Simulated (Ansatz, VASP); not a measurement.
**W in VASP and in Ansatz**

The input INCAR:

```
PREC = Accurate
ENCUT = 520
EDIFF = 1E-6
ISMEAR = 0
SIGMA = 0.15
LREAL = False
LASPH = True
NELM = 60
ALGO = Fast
ISIF = 2
LWAVE = False
LCHARG = False
GGA = PS
NBANDS = 13
```

Contents of KPOINTS:

```
regular mesh
0
Gamma
  20 20 20
```

The input POSCAR:

```
W
1.0
    0.0000000000      2.1822500000      2.0300000000
    2.0300000000      0.0000000000      2.0300000000
    2.0300000000      2.1822500000      0.0000000000
W
1
Direct
    0.0000000000      0.0000000000      0.0000000000
```

Input for Ansatz:

```yaml
crystal:
  lattice:
    - [0.0, 2.18225, 2.03]
    - [2.03, 0.0, 2.03]
    - [2.03, 2.18225, 0.0]
  atoms:
    - { symbol: W, position: [0.0, 0.0, 0.0] }
basis:
  ecutwfc: 420
kpoints:
  mp_grid: { grid: [20, 20, 20] }
hamiltonian:
  xc: pbesol
scf:
  occupations: { method: gaussian, width: 0.15 }
output:
  forces: true
  stress: true
  eigenvalues: true
```

Change from the starting cell: strain +0.0750 x Voigt [0, 1, 0, 0, 0, 0], atoms carried along.

Alike in both runs: task single point; functional PBEsol; k mesh 20 × 20 × 20; occupations gaussian, width 0.15 eV; no spin polarisation.

|  | VASP | Ansatz |
| --- | --- | --- |
| version | VASP 6.6.1 | Ansatz 0.2.0 |
| potentials or method | VASP PAW PBE potentials, release 64 (W_sv), cutoff 520 eV | scalar-relativistic, plane waves, PAW |
| valence electrons in the cell | 14 | 14 |

```tsv
	VASP	Ansatz	Ansatz less VASP
gap on the k mesh at the Fermi level (eV)	none	none	-
pressure (GPa)	-27.8	-28.1	-0.26
traceless stress, the component that is largest in VASP (GPa)	7.43	7.40	-0.022
```

VASP's potentials were made for PBE, not for PBEsol. A gap of «none» marks a metal or a gap that the smearing closes.

Spin-orbit coupling is off throughout.
